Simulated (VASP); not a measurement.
Here is a VASP 6.6.1 calculation.

File INCAR:

```
SYSTEM = Li
ALGO = Normal
EDIFF = 1E-7
EDIFFG = -0.005
ENCUT = 600
GGA = PS
IBRION = 2
ISIF = 3
ISMEAR = -1
LASPH = .True.
LCHARG = .False.
LREAL = .False.
LWAVE = .False.
NELM = 60
NSW = 32
PREC = Accurate
PSTRESS = 80.0
SIGMA = 0.05
```

Contents of KPOINTS:

```
k-points
0
Gamma
  16 16 9
  0 0 0
```

File POSCAR:

```
Li
1.0
    2.7269846312      0.0000000000      0.0000000000
   -1.3634923156      2.3616379663      0.0000000000
    0.0000000000      0.0000000000      4.4844332764
Li
2
Direct
    0.3333333333      0.6666666667      0.2500000000
    0.6666666667      0.3333333333      0.7500000000
```

Potentials or basis: VASP PAW PBE potentials, release 64 (Li_sv).

Launch:

```sh
$ cat potpaw_PBE.64/Li_sv/POTCAR > POTCAR
$ mpirun -np 1 vasp_std > vasp.out
```

Question: What does it give for the space group after relaxing (to 0.05 Å)?

Answer: P6_3/mmc (No. 194).

Question: What does it give for the band gap on the k mesh?

Answer: Zero (band 3 reaches 3.87 eV, above the bottom of band 4 at -0.72 eV).

Question: Predict the relaxed volume.

Answer: 14.36 Å³/atom.

The path:
| step | energy change (eV) | largest force (eV/Å) | pressure (GPa) | volume (Å³) |
| --- | --- | --- | --- | --- |
| 1 | 0.0000 | 0.0000 | 7.80 | 28.88 |
| 2 | 0.0036 | 0.0000 | 7.89 | 28.81 |
| 3 | 0.0074 | 0.0000 | 7.99 | 28.73 |

Caveat: the cutoff is under 1.25 times the usual one of these potentials, so pressure, stress and relaxed cells hold a basis-set (Pulay) error; the cell is relaxed towards a set pressure, so the enthalpy falls and the energy may rise; the PAW data sets were made with another functional, which shifts forces and pressure a little.
